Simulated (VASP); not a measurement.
A run of VASP 6.6.1 is set up as follows.

The input INCAR:

```
PREC = Accurate
ENCUT = 520
EDIFF = 1E-6
ISMEAR = -1
SIGMA = 0.01
LREAL = F
LASPH = T
NELM = 100
ALGO = Normal
ISIF = 2
LWAVE = F
LCHARG = F
GGA = PE
NBANDS = 18
```

Contents of KPOINTS:

```
regular mesh
0
Gamma
  9 9 9
```

POSCAR

```
HfO2
1.0
    0.0767250000      2.5958625000      2.5958625000
    2.5958625000      0.0767250000      2.5958625000
    2.5958625000      2.5958625000      0.0767250000
Hf O
1 2
Direct
    0.0000000000      0.0000000000      0.0000000000
    0.2500000000      0.2500000000      0.2500000000
    0.7500000000      0.7500000000      0.7500000000
```

Potentials or basis: VASP PAW PBE potentials, release 64 (Hf_pv, O).

The run is started by

```sh
$ cat potpaw_PBE.64/Hf_pv/POTCAR potpaw_PBE.64/O/POTCAR > POTCAR
$ mpirun -np 1 vasp_std > vasp.out
```

Q: What does it give for the pressure?

A: -5.3 GPa.

Q: Predict the band gap on the k mesh.

A: 3.85 eV, indirect (least direct gap 3.96 eV).

Q: What does it give for the largest force?

A: 0.229 eV/Å.

Stress tensor (GPa, compression positive):
```
-5.29 -2.00 -2.00
-2.00 -5.29 -2.00
-2.00 -2.00 -5.29
```

Caveat: the cell differs from its parent crystal (equal xy, yz and zx shear strains of +3 %); spin-orbit coupling is left out, which moves the levels of the heavy elements. A k mesh can miss the band edges.
